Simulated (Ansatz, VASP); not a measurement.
**Ga3Sb in VASP and in Ansatz**

```
Ga Sb
1.0
    -2.15880    2.15880    4.76048
     2.15880   -2.15880    4.76048
     2.15880    2.15880   -4.76048
Ga Sb
3 1
Cartesian
  0.0000 2.1588 2.3802
  2.1588 0.0000 2.3802
  0.0000 0.0000 4.7605
  0.0000 0.0000 0.0000
```

Alike in both runs: task single point; functional PBEsol; k mesh 14 × 14 × 14; occupations gaussian, width 0.1 eV; no spin polarisation.

```csv
,VASP,Ansatz
version,VASP 6.6.1,Ansatz 0.2.0
potentials or method,"VASP PAW PBE potentials, release 64 (Ga_d, Sb), cutoff 520 eV","scalar-relativistic, plane waves, PAW"
valence electrons in the cell,44,54
```

|  | VASP | Ansatz | Ansatz less VASP |
| --- | --- | --- | --- |
| gap on the k mesh at the Fermi level (eV) | none | none | - |
| pressure (GPa) | -3.4 | -3.5 | -0.04 |
| traceless stress, the component that is largest in VASP (GPa) | -0.31 | -0.31 | 0.000 |

VASP's potentials were made for PBE, not for PBEsol. A gap of «none» marks a metal or a gap that the smearing closes. VASP's potentials hold 44 valence electrons a cell and Ansatz's 54, so a difference there can come from the potentials and not from the codes.

Neither program's run includes spin-orbit coupling.
